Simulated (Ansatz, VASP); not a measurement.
AlN: VASP beside Ansatz

INCAR

```
SYSTEM = AlN
PREC = Accurate
ENCUT = 520
EDIFF = 1E-6
ISMEAR = 0
SIGMA = 0.05
LREAL = .False.
LASPH = .True.
NELM = 80
ALGO = Normal
ISIF = 2
LWAVE = .False.
LCHARG = .True.
GGA = PE
LELF = .True.
LVHAR = .True.
NBANDS = 16
```

KPOINTS

```
regular mesh
0
Gamma
  12 12 6
  0 0 0
```

The input POSCAR:

```
AlN
1.0
    3.1110021516      0.0000000000      0.0000000000
   -1.5555010758      2.6942068945      0.0000000000
    0.0000000000      0.0000000000      4.9780000000
Al N
2 2
Direct
    0.3333333333      0.6666666667      0.0000000000
    0.6666666667      0.3333333333      0.5000000000
    0.2767510859      0.6383755430      0.3947604377
    0.6666666667      0.3333333333      0.8850000000
```

Input for Ansatz:

```yaml
crystal:
  lattice:
    - [3.1110021516, 0.0, 0.0]
    - [-1.5555010758, 2.6942068945, 0.0]
    - [0.0, 0.0, 4.978]
  atoms:
    - { symbol: Al, position: [0.3333333333, 0.6666666667, 0.0] }
    - { symbol: Al, position: [0.6666666667, 0.3333333333, 0.5] }
    - { symbol: "N", position: [0.2767510859, 0.638375543, 0.3947604377] }
    - { symbol: "N", position: [0.6666666667, 0.3333333333, 0.885] }
basis:
  ecutwfc: 420
kpoints:
  mp_grid: { grid: [12, 12, 6] }
hamiltonian:
  xc: pbe
scf:
  occupations: { method: gaussian, width: 0.05 }
output:
  forces: true
  stress: true
  eigenvalues: true
  write_density: true
  write_potential: true
  elf: true
  volumetric_format: npy
```

Alike in both runs: task single point; functional PBE; k mesh 12 × 12 × 6; occupations gaussian, width 0.05 eV; no spin polarisation.

```csv
,VASP,Ansatz
version,VASP 6.6.1,Ansatz 0.2.0
potentials or method,"VASP PAW PBE potentials, release 64 (Al, N), cutoff 520 eV","scalar-relativistic, plane waves, PAW"
valence electrons in the cell,16,16
```

Ansatz gave:

| Property | Result |
| --- | --- |
| gap on the k mesh at the Fermi level (eV) | 4.01 |
| least direct gap on the mesh (eV) | 4.01 |
| pressure (GPa) | 6.2 |
| traceless stress, the component that is largest in VASP (GPa) | 7.45 |
| rms of the force components (eV/Å) | 1.471 |

**Question.** What did VASP give for the same quantities?

**Answer.** gap on the k mesh at the Fermi level (eV): 4.02; least direct gap on the mesh (eV): 4.02; pressure (GPa): 6.0; traceless stress, the component that is largest in VASP (GPa): 7.52; rms of the force components (eV/Å): 1.481.

Atom by atom the forces differ by 0.010 eV/Å (rms over components).
